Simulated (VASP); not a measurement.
Wanted: the native input for a VASP 6.6.1 run.

* Task: single point
* Functional: LDA
* Potentials or basis: VASP PAW LDA potentials, release 64 (Ti_sv)
* Cutoff: 520 eV
* k mesh: 8 × 8 × 11
* Occupations: gaussian, width 0.1 eV
* Spin: no spin polarisation
* Dipole correction: no
* Further INCAR settings: ALGO = Normal; EDIFF = 1e-06; NBANDS = 25

The structure of Ti lies in POSCAR:

```
Ti
1.0
    4.4529960035      0.0000000000      0.0000000000
   -2.2264980018      3.8564076620      0.0000000000
    0.0000000000      0.0000000000      2.7682210022
Ti
3
Direct
    0.0000000000      0.0000000000      0.0000000000
    0.3333333333      0.6666666667      0.5000000000
    0.6666666667      0.3333333333      0.5000000000
```

One way to write it, as run:

INCAR

```
SYSTEM = Ti
PREC = Accurate
ENCUT = 520
EDIFF = 1E-6
ISMEAR = 0
SIGMA = 0.1
LREAL = .False.
LASPH = .True.
NELM = 100
ALGO = Normal
ISIF = 2
LWAVE = .False.
LCHARG = .False.
GGA = CA
NBANDS = 25
```

KPOINTS

```
regular mesh
0
Gamma
  8 8 11
  0 0 0
```

Potentials or basis: VASP PAW LDA potentials, release 64 (Ti_sv).

Run with:

```sh
$ cat potpaw_LDA.64/Ti_sv/POTCAR > POTCAR
$ mpirun -np 1 vasp_std > vasp.out
```

Results of the run:

```
Pressure               : -0.1 GPa
Band gap on the k mesh : zero (band 18 reaches 9.23 eV, above the bottom of band 19 at 8.84 eV)
```

Wall time 58 s on 1 thread of Intel Xeon 6975P-C, on a shared host, peak memory 0.19 GiB.
